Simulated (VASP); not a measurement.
# BeTe (F-43m) in VASP: G0W0 quasiparticle levels with PBE

Aim: the G0W0 quasiparticle levels of BeTe with PBE.

Everything below comes from runs of VASP 6.6.1. Logs are shortened: lines on timing, memory, paths and dates and some standing lists are left out, and cuts for length are marked.

**1. The cell of the first run**

It takes space group F-43m (No. 216, cubic). The conventional cell has a = 5.657 Å, b = 5.657 Å, c = 5.657 Å, α = 90.00°, β = 90.00°, γ = 90.00°. Be (site symmetry -43m) has 4 Te at 2.45 Å within 3.2 Å. Within 3.2 Å of Te (site symmetry -43m) lie 4 Be at 2.45 Å.

**2. G0W0 quasiparticle levels, PBE**

The input, POSCAR:

```
BeTe
1.0
    0.0000000000      2.8286228834      2.8286228834
    2.8286228834      0.0000000000      2.8286228834
    2.8286228834      2.8286228834      0.0000000000
Be Te
1 1
Direct
    0.0000000000      0.0000000000      0.0000000000
    0.2500000000      0.2500000000      0.2500000000
```

The input, INCAR.step1:

```
PREC = Accurate
ENCUT = 500
EDIFF = 1E-8
ISMEAR = 0
SIGMA = 0.01
LREAL = False
LASPH = True
NELM = 100
ALGO = Normal
LWAVE = True
LCHARG = False
GGA = PE
```

The input, INCAR.step2:

```
PREC = Accurate
ENCUT = 500
EDIFF = 1E-8
ISMEAR = 0
SIGMA = 0.01
LREAL = False
LASPH = True
NELM = 1
ALGO = Exact
LWAVE = True
LCHARG = False
GGA = PE
NBANDS = 174
LOPTICS = True
ISTART = 1
```

The input, INCAR.step3:

```
PREC = Accurate
ENCUT = 500
EDIFF = 1E-8
ISMEAR = 0
SIGMA = 0.01
LREAL = False
LASPH = True
ALGO = EVGW0
LWAVE = False
LCHARG = False
GGA = PE
NELMGW = 1
NBANDS = 174
ENCUTGW = 140.0
NOMEGA = 96
PRECFOCK = Fast
ISTART = 1
NBANDSGW = 12
OMEGAMAX = 20
```

The input, KPOINTS:

```
Automatic mesh
0
Gamma
  4 4 4
```

Potentials or basis: VASP PAW PBE potentials, release 64 (Be_GW, Te_GW).

Command:

```
$ cat potpaw_PBE.64/Be_GW/POTCAR potpaw_PBE.64/Te_GW/POTCAR > POTCAR
$ cp INCAR.step1 INCAR
$ mpirun -np 1 vasp_std > vasp.out
$ cp INCAR.step2 INCAR
$ mpirun -np 1 vasp_std > vasp.out
$ cp INCAR.step3 INCAR
$ mpirun -np 1 vasp_std > vasp.out
```

OUTCAR:

```text
PREC = Accurate
   ENCUT = 500
   EDIFF = 1E-8
   ISMEAR = 0
   LREAL = False
   LASPH = True
   GGA = PE
   NELMGW = 1
   ENCUTGW = 140.0
   PRECFOCK = Fast
   ISTART = 1

 ion  position               nearest neighbor table
   1  0.000  0.000  0.000-   2 2.45   2 2.45   2 2.45   2 2.45
   2  0.250  0.250  0.250-   1 2.45   1 2.45   1 2.45   1 2.45

  LATTYP: Found a face centered cubic cell.
 ALAT       =     5.6572457668

  Lattice vectors:

 A1 = (   0.0000000000,   2.8286228834,   2.8286228834)
 A2 = (   2.8286228834,   0.0000000000,   2.8286228834)
 A3 = (   2.8286228834,   2.8286228834,   0.0000000000)

Analysis of symmetry for initial positions (statically):
=====================================================================
 Subroutine PRICEL returns:
 Original cell was already a primitive cell.

 Routine SETGRP: Setting up the symmetry group for a
 face centered cubic supercell.

 Subroutine GETGRP returns: Found 24 space group operations
 (whereof 24 operations were pure point group operations)
 out of a pool of 48 trial point group operations.

The static configuration has the point symmetry T_d .

Analysis of symmetry for dynamics (positions and initial velocities):
=====================================================================
 Subroutine PRICEL returns:
 Original cell was already a primitive cell.

 Routine SETGRP: Setting up the symmetry group for a
 face centered cubic supercell.

 Subroutine GETGRP returns: Found 24 space group operations
 (whereof 24 operations were pure point group operations)
 out of a pool of 48 trial point group operations.

The dynamic configuration has the point symmetry T_d .

 Subroutine INISYM returns: Found 24 space group operations
 (whereof 24 operations are pure point group operations),
 and found     1 'primitive' translations

----------------------------------------------------------------------------------------

                                     Primitive cell

  volume of cell :      45.2642

  direct lattice vectors                    reciprocal lattice vectors
     0.000000000  2.828622883  2.828622883    -0.176764461  0.176764461  0.176764461
     2.828622883  0.000000000  2.828622883     0.176764461 -0.176764461  0.176764461
     2.828622883  2.828622883  0.000000000     0.176764461  0.176764461 -0.176764461

  length of vectors
     4.000276845  4.000276845  4.000276845     0.306165028  0.306165028  0.306165028

  position of ions in fractional coordinates (direct lattice)
     0.000000000  0.000000000  0.000000000
     0.250000000  0.250000000  0.250000000

  ion indices of the primitive-cell ions
   primitive index   ion index
                 1           1
                 2           2

----------------------------------------------------------------------------------------

 KPOINTS: Automatic mesh

Automatic generation of k-mesh.
 Grid dimensions read from file:
 generate k-points for:    4    4    4

 Generating k-lattice:

  Cartesian coordinates                     Fractional coordinates (reciprocal lattice)
    -0.044191115  0.044191115  0.044191115     0.250000000  0.000000000  0.000000000
     0.044191115 -0.044191115  0.044191115     0.000000000  0.250000000  0.000000000
     0.044191115  0.044191115 -0.044191115     0.000000000  0.000000000  0.250000000

  Length of vectors
     0.076541257  0.076541257  0.076541257

  Shift w.r.t. Gamma in fractional coordinates (k-lattice)
     0.000000000  0.000000000  0.000000000

 Subroutine IBZKPT returns following result:
 ===========================================

 Found      8 irreducible k-points:

 Following reciprocal coordinates:
            Coordinates               Weight
  0.000000  0.000000  0.000000      1.000000
  0.250000  0.000000  0.000000      8.000000
  0.500000  0.000000  0.000000      4.000000
  0.250000  0.250000  0.000000      6.000000
  0.500000  0.250000  0.000000     24.000000
 -0.250000  0.250000  0.000000     12.000000
  0.500000  0.500000  0.000000      3.000000
 -0.250000  0.500000  0.250000      6.000000
   k-points           NKPTS =      8   k-points in BZ     NKDIM =     64   number of bands    NBANDS=    174
   number of dos      NEDOS =    301   number of ions     NIONS =      2
   total plane-waves  NPLWV =  27000
   dimension x,y,z NGX =    30 NGY =   30 NGZ =   30
   dimension x,y,z NGXF=    60 NGYF=   60 NGZF=   60
   ions per type =               1   1
   NGX,Y,Z   is equivalent  to a cutoff of  12.47, 12.47, 12.47 a.u.
   NGXF,Y,Z  is equivalent  to a cutoff of  24.94, 24.94, 24.94 a.u.
 SYSTEM =  unknown system
   PREC   = accura    normal or accurate (medium, high low for compatibility)
   ISTART =      1    job   : 0-new  1-cont  2-samecut
   ICHARG =      0    charge: 1-file 2-atom 10-const
   ISPIN  =      1    spin polarized calculation?
   LNONCOLLINEAR =      F non collinear calculations
   LSORBIT =      F    spin-orbit coupling
   LASPH  =      T    aspherical Exc in radial PAW
   ENCUT  =  500.0 eV  36.75 Ry    6.06 a.u.   7.29  7.29  7.29*2*pi/ulx,y,z
   NELM   =     60;   NELMIN=  2; NELMDL=  0     # of ELM steps
   EDIFF  = 0.1E-07   stopping-criterion for ELM
   LREAL  =      F    real-space projection
   EDIFFG = 0.1E-06   stopping-criterion for IOM
   NSW    =      0    number of steps for IOM
   IBRION =     -1    ionic relax: 0-MD 1-quasi-New 2-CG
   NFREE  =      0    steps in history (QN), initial steepest desc. (CG)
   ISIF   =      0    stress and relaxation
   ISYM   =      3    0-nonsym 1-usesym 2-fastsym
   POTIM  = 0.5000    time-step for ionic-motion
   TEBEG  =    0.0;   TEEND  =   0.0 temperature during run
   PSTRESS=    0.0 pullay stress
   NELECT =       8.0000    total number of electrons
   NUPDOWN=      -1.0000    fix difference up-down
   EMIN   =  10.00;   EMAX   =-10.00  energy-range for DOS
   EFERMI =   0.00;   METHOD = LEGACY
   ISMEAR =     0;   SIGMA  =   0.01  broadening in eV -4-tet -1-fermi 0-gaus
   EFERMI_NEDOS =   21; number of points for ismear=-14 and -15
   IALGO  =     38    algorithm
   IMIX   =      4    mixing-type and parameters
     AMIX     =   0.40;   BMIX     =  1.00
     AMIX_MAG =   1.60;   BMIX_MAG =  1.00
  volume/ion in A,a.u.               =      22.63       152.73
  Fermi-wavevector in a.u.,A,eV,Ry     =   0.918727  1.736142 11.484122  0.844059
  Thomas-Fermi vector in A             =   2.043841
   LORBIT       =      0    0 simple, 1 ext, 2 COOP (PROOUT), +10 PAW based schemes
   GGA     = PE    functional components
   LHFCALC =     T    Hartree Fock is set to
   PRECFOCK=fast      Normal, Fast or Accurate (Low or Medium for compatibility)
   ENCUT4O =  -1.0   cutoff for four orbital integrals eV
   NKREDX  =     1    reduce k-point grid by
   NKREDY  =     1    reduce k-point grid by
   NKREDZ  =     1    reduce k-point grid by
   AEXX    =    1.0000 exact exchange contribution
   HFSCREEN=    0.0000 screening length (either q_TF or 0.3 A-1)
   HFSCREENC=   0.0000 screening length for correlation (either q_TF or 0.3 A-1)
   ENCUTFOCK=  -1.0 apply spherical cutoff to Coloumb kernel
   IVDW    =     0    specifies the selected vdW correction
   LEPSILON=     F    determine dielectric tensor
   LRPA    =     F    only Hartree local field effects (RPA)
   LRPAFORCE           =     F    calculate RPA forces
   ENCUTGW             = 140.0    cutoff for response function in eV
   ENCUTGWSOFT         = 112.0    soft cutoff for Coulomb kernel in GW response function in eV
   ENCUTLF             =  -1.0    cutoff for local field effects
   NELMGW              =     1    number of iterations in solving QP/BSE equation
   NELMHF              =     1    number of iterations in the inner HF iteration
   NKREDLFX            =     1    NKREDLFY  =   1   NKREDLFZ  =   1
 non-spin polarized calculation
 Gauss-broadening in eV      SIGMA  =   0.01
  energy-cutoff  :      500.00
  volume of cell :       45.26
 maximum number of plane-waves:      1174
 NGX is ok and might be reduce to    30
  NGX = 18; NGY = 18; NGZ = 18
   NGX = 15   NGY = 15   NGZ = 15
 maximum number of plane-waves:       176
 NGX is ok and might be reduce to    18

 QP shifts <psi_nk| G(iteration)W_0 |psi_nk>: iteration 1
 for sc-GW calculations column KS-energies equals QP-energies in previous step
 and V_xc(KS)=  KS-energies - (<T + V_ion + V_H > + <T+V_H+V_ion>^1  + <V_x>^1)

 k-point   1 :       0.0000    0.0000    0.0000
  band No.  KS-energies  QP-energies   sigma(KS)   V_xc(KS)     V^pw_x(r,r')   Z            occupation Imag(sigma)

      1      -7.4965      -8.3340     -11.9474     -10.7681     -17.5914       0.7102       2.0000       1.1084
      2       4.7129       3.9705     -12.0120     -11.0635     -12.9600       0.7826       2.0000       0.0252
      3       4.7129       3.9705     -12.0120     -11.0635     -12.9600       0.7826       2.0000       0.0252
      4       4.7129       3.9705     -12.0120     -11.0635     -12.9600       0.7826       2.0000       0.0252
      5       8.3283       8.6109      -8.9369      -9.3031      -4.7419       0.7720       0.0000      -0.0648
      6       8.3283       8.6109      -8.9369      -9.3031      -4.7419       0.7720       0.0000      -0.0648
      7       8.3283       8.6109      -8.9369      -9.3031      -4.7419       0.7720       0.0000      -0.0648
      8       8.4320       8.8660      -9.0533      -9.6118      -4.6733       0.7769       0.0000      -0.0622
      9      13.0032      12.9858      -7.8394      -7.8160      -2.4124       0.7442       0.0000      -0.1783
     10      15.1050      15.2749      -8.9559      -9.1813      -3.7436       0.7534       0.0000      -0.2203
     11      15.1050      15.2749      -8.9559      -9.1813      -3.7436       0.7534       0.0000      -0.2203
     12      15.9979      16.0716      -7.6671      -7.7648      -2.0951       0.7545       0.0000      -0.2847

 k-point   2 :       0.2500    0.0000    0.0000
  band No.  KS-energies  QP-energies   sigma(KS)   V_xc(KS)     V^pw_x(r,r')   Z            occupation Imag(sigma)

      1      -6.9523      -7.7120     -11.9819     -10.9303     -17.4807       0.7224       2.0000       1.0271
      2       1.4343       0.5901     -11.2201     -10.0942     -13.1424       0.7498       2.0000       0.0573
      3       4.0513       3.2945     -11.7807     -10.8089     -12.8709       0.7788       2.0000       0.0276
      4       4.0513       3.2945     -11.7807     -10.8089     -12.8709       0.7788       2.0000       0.0276
      5       7.9914       8.2685      -8.9508      -9.3075      -4.7724       0.7769       0.0000      -0.0613
      6       9.1957       9.4776      -9.0350      -9.4026      -4.6251       0.7669       0.0000      -0.0737
      7       9.1957       9.4776      -9.0350      -9.4026      -4.6251       0.7669       0.0000      -0.0737
      8      11.6756      11.9722      -9.2659      -9.6643      -4.1316       0.7446       0.0000      -0.1317
      9      13.7488      13.7618      -7.7029      -7.7202      -2.3309       0.7536       0.0000      -0.2135
     10      13.8271      13.9315      -8.4107      -8.5478      -3.3418       0.7617       0.0000      -0.1910
     11      13.8271      13.9315      -8.4107      -8.5478      -3.3418       0.7617       0.0000      -0.1910
     12      16.3026      16.3704      -8.1680      -8.2587      -2.3618       0.7483       0.0000      -0.3779
[... 68 lines left out ...]
      1      -5.7027      -6.3250     -12.3344     -11.4737     -17.3148       0.7230       2.0000       0.7847
      2      -0.3389      -1.2643     -11.1299      -9.8435     -13.9781       0.7193       2.0000       0.1237
      3       2.1128       1.2717     -11.3670     -10.2567     -13.1187       0.7575       2.0000       0.0464
      4       2.1128       1.2717     -11.3670     -10.2567     -13.1187       0.7575       2.0000       0.0464
      5       6.7110       6.7729      -7.9378      -8.0156      -4.1103       0.7946       0.0000      -0.0561
      6       7.3896       7.4531      -8.5139      -8.5952      -4.6111       0.7816       0.0000      -0.0588
      7      14.3554      14.6894      -9.7065     -10.1767      -3.5145       0.7103       0.0000      -0.3057
      8      14.3554      14.6894      -9.7065     -10.1767      -3.5145       0.7103       0.0000      -0.3057
      9      16.1840      16.4972      -8.8493      -9.2784      -2.5182       0.7298       0.0000      -0.4424
     10      17.5673      17.6811      -9.5799      -9.7329      -3.3177       0.7435       0.0000      -0.5644
     11      18.2827      18.4022      -9.0249      -9.1808      -3.1798       0.7663       0.0000      -0.5312
     12      18.2827      18.4022      -9.0249      -9.1808      -3.1798       0.7663       0.0000      -0.5312

 k-point   8 :      -0.2500    0.5000    0.2500
  band No.  KS-energies  QP-energies   sigma(KS)   V_xc(KS)     V^pw_x(r,r')   Z            occupation Imag(sigma)

      1      -5.6706      -6.2753     -12.3668     -11.5104     -17.3361       0.7061       2.0000       0.7619
      2       0.1769      -0.7398     -11.3231     -10.0532     -13.9670       0.7219       2.0000       0.1006
      3       1.0848       0.2085     -10.9355      -9.7636     -12.9718       0.7478       2.0000       0.0632
      4       1.5630       0.7239     -10.8847      -9.7700     -12.6766       0.7528       2.0000       0.0523
      5      10.0004      10.0353      -8.5985      -8.6434      -4.3096       0.7759       0.0000      -0.0782
      6      10.2382      10.6142      -8.7650      -9.2661      -3.7738       0.7501       0.0000      -0.0958
      7      10.2839      10.4464      -8.4395      -8.6521      -3.8019       0.7644       0.0000      -0.0847
      8      10.8478      11.1114      -9.5350      -9.8871      -4.6534       0.7486       0.0000      -0.1088
      9      15.6396      15.9223      -9.3196      -9.7084      -3.1897       0.7270       0.0000      -0.3677
     10      16.3396      16.4854      -9.6261      -9.8244      -3.5007       0.7353       0.0000      -0.4548
     11      17.6552      17.8837      -8.8648      -9.1704      -2.7369       0.7474       0.0000      -0.4895
     12      18.5582      18.7633      -9.0139      -9.2815      -2.8642       0.7667       0.0000      -0.6550
```

Run time: 98 s. Hardware: 1 thread of Intel Xeon 6975P-C (Granite Rapids), shared host; peak memory 0.46 GiB.

Results:

```
Quasiparticle gap                                   : 2.80 eV
Least direct quasiparticle gap                      : 4.64 eV
Band gap of the starting levels on the mesh         : 2.00 eV
Least direct gap of the starting levels on the mesh : 3.62 eV
```

Caveat: the k points lie up to 0.48 Å⁻¹ apart; bands, screening cutoff and mesh are small and nothing is extrapolated, so the quasiparticle values aren't converged; spin-orbit coupling is left out, which moves the levels of the heavy elements.
